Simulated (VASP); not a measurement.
The system is LiNbO3.

```
Li Nb O
1.0
     2.63472    1.52116    4.63437
    -2.63472    1.52116    4.63437
     0.00000   -3.04231    4.63437
Li Nb O
2 2 6
Direct
  0.25000 0.25000 0.25000
  0.75000 0.75000 0.75000
  0.50000 0.50000 0.50000
  0.00000 0.00000 0.00000
  0.12963 0.37037 0.75000
  0.37037 0.75000 0.12963
  0.87037 0.62963 0.25000
  0.25000 0.87037 0.62963
  0.62963 0.25000 0.87037
  0.75000 0.12963 0.37037
```

* Program: VASP 6.6.1
* Task: relaxation of cell and atoms
* Functional: PBE
* Potentials or basis: VASP PAW PBE potentials, release 64 (Li_sv, Nb_sv, O)
* Cutoff: 600 eV
* k mesh: 6 × 6 × 6
* Occupations: gaussian, width 0.1 eV
* Spin: no spin polarisation

At the start: pressure -5.7 GPa; volume 11.14 Å³/atom.

Question: How do energy, volume and symmetry change on relaxing?

Answer: Over 3 steps the energy falls by 6.0 meV/atom and the volume is 10.84 Å³/atom (-2.7 %); space group R-3c (No. 167, to 0.1 Å) before and after.

The path:
```tsv
step	energy change (eV)	largest force (eV/Å)	pressure (GPa)	volume (Å³)
1	0.0000	0.2271	-5.73	111.44
2	0.0137	0.2910	7.03	105.14
3	-0.0602	0.0078	-0.06	108.38
```

Final structure:
```yaml
crystal:
  lattice:
    - [2.60969, 1.50671, 4.59401]
    - [-2.60969, 1.50671, 4.59401]
    - [0.00000, -3.01341, 4.59401]
  atoms:
    - { symbol: Li, position: [0.25000, 0.25000, 0.25000] }
    - { symbol: Li, position: [0.75000, 0.75000, 0.75000] }
    - { symbol: Nb, position: [0.50000, 0.50000, 0.50000] }
    - { symbol: Nb, position: [0.00000, 0.00000, 0.00000] }
    - { symbol: O, position: [0.13061, 0.36939, 0.75000] }
    - { symbol: O, position: [0.36939, 0.75000, 0.13061] }
    - { symbol: O, position: [0.86939, 0.63061, 0.25000] }
    - { symbol: O, position: [0.25000, 0.86939, 0.63061] }
    - { symbol: O, position: [0.63061, 0.25000, 0.86939] }
    - { symbol: O, position: [0.75000, 0.13061, 0.36939] }
```

Caveat: the cutoff is under 1.25 times the usual one of these potentials, so pressure, stress and relaxed cells hold a basis-set (Pulay) error.
